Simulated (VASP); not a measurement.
A run of VASP 6.6.1 is set up as follows.

The input INCAR:

```
SYSTEM = Cd
  PREC = Accurate
  ENCUT = 520
  EDIFF = 1E-7
  ISMEAR = -1
  SIGMA = 0.05
  LREAL = .False.
  LASPH = .True.
  NELM = 60
  ALGO = Normal
  ISIF = 2
  LWAVE = .False.
  LCHARG = .True.
  GGA = CA
  LELF = .True.
  LVHAR = .True.
  NBANDS = 19
```

The input KPOINTS:

```
regular mesh
0
Gamma
  18 18 8
  0 0 0
```

The input POSCAR:

```
Cd
1.0
    2.8968943067      0.0000000000      0.0000000000
   -1.4484471533      2.5087840617      0.0000000000
    0.0000000000      0.0000000000      5.5314324675
Cd
2
Direct
    0.3333333333      0.6666666667      0.2500000000
    0.6666666667      0.3333333333      0.7500000000
```

Potentials or basis: VASP PAW LDA potentials, release 64 (Cd).

Command:

```bash
$ cat potpaw_LDA.64/Cd/POTCAR > POTCAR
$ mpirun -np 1 vasp_std > vasp.out
```

Q: What does it give for the pressure?

A: 0.7 GPa.

Q: Estimate the band gap on the k mesh.

A: Zero (band 12 reaches 4.95 eV, above the bottom of band 13 at 0.12 eV).

Stress tensor (GPa, compression positive):
```
0.89 0.00 0.00
0.00 0.89 0.00
0.00 0.00 0.39
```
